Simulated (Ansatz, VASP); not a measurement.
# C: VASP beside Ansatz

INCAR

```
SYSTEM = C
  PREC = Accurate
  ENCUT = 520
  EDIFF = 1E-7
  ISMEAR = 0
  SIGMA = 0.01
  LREAL = .FALSE.
  LASPH = .TRUE.
  NELM = 60
  ALGO = Normal
  ISIF = 2
  LWAVE = .FALSE.
  LCHARG = .FALSE.
  GGA = PE
  NBANDS = 36
```

KPOINTS

```
Automatic mesh
0
G
  18 18 2
  0 0 0
```

Contents of POSCAR:

```
C
1.0
    2.4665162697      0.0000000000      0.0000000000
   -1.2332581348      2.1360657484      0.0000000000
    0.0000000000      0.0000000000     25.7270075231
C
12
Direct
    0.0000000000      0.0000000000      0.9175619738
    0.3333333333      0.6666666667      0.9175585647
    0.0000000000      0.0000000000      0.7491081020
    0.3333333333      0.6666666667      0.7491046929
    0.6666666667      0.3333333333      0.2508953071
    0.0000000000      0.0000000000      0.2508918980
    0.6666666667      0.3333333333      0.0824414353
    0.0000000000      0.0000000000      0.0824380262
    0.3333333333      0.6666666667      0.5842286405
    0.6666666667      0.3333333333      0.5842252313
    0.3333333333      0.6666666667      0.4157747687
    0.6666666667      0.3333333333      0.4157713595
```

Input for Ansatz:

```yaml
crystal:
  lattice:
    - [2.4665162583, 0.0, 0.0]
    - [-1.2332581291, 2.1360657385, 0.0]
    - [0.0, 0.0, 25.727004119]
  atoms:
    - { symbol: C, position: [0.0, 0.0, 0.9175620076] }
    - { symbol: C, position: [0.3333333333, 0.6666666667, 0.9175586021] }
    - { symbol: C, position: [0.0, 0.0, 0.7491080646] }
    - { symbol: C, position: [0.3333333333, 0.6666666667, 0.749104659] }
    - { symbol: C, position: [0.6666666667, 0.3333333333, 0.250895341] }
    - { symbol: C, position: [0.0, 0.0, 0.2508919354] }
    - { symbol: C, position: [0.6666666667, 0.3333333333, 0.0824413979] }
    - { symbol: C, position: [0.0, 0.0, 0.0824379924] }
    - { symbol: C, position: [0.3333333333, 0.6666666667, 0.5842286743] }
    - { symbol: C, position: [0.6666666667, 0.3333333333, 0.5842252687] }
    - { symbol: C, position: [0.3333333333, 0.6666666667, 0.4157747313] }
    - { symbol: C, position: [0.6666666667, 0.3333333333, 0.4157713257] }
basis:
  ecutwfc: 420
kpoints:
  mp_grid: { grid: [18, 18, 2] }
hamiltonian:
  xc: pbe
scf:
  occupations: { method: gaussian, width: 0.01 }
output:
  forces: true
  stress: true
  eigenvalues: true
```

Alike in both runs: task single point; functional PBE; k mesh 18 × 18 × 2; occupations gaussian, width 0.01 eV; no spin polarisation.

```csv
,VASP,Ansatz
version,VASP 6.6.1,Ansatz 0.2.0
potentials or method,"VASP PAW PBE potentials, release 64 (C), cutoff 520 eV","scalar-relativistic, plane waves, PAW"
valence electrons in the cell,48,48
```

Ansatz gave:

* gap on the k mesh at the Fermi level (eV): 0.07
* least direct gap on the mesh (eV): 0.07
* pressure (GPa): 0.0
* traceless stress, the component that is largest in VASP (GPa): 0.03

Q: What did VASP give for the same quantities?

A: gap on the k mesh at the Fermi level (eV): 0.07; least direct gap on the mesh (eV): 0.07; pressure (GPa): 0.4; traceless stress, the component that is largest in VASP (GPa): -0.38.

With one functional, cell and mesh, what is left measures potentials, basis and numerics.
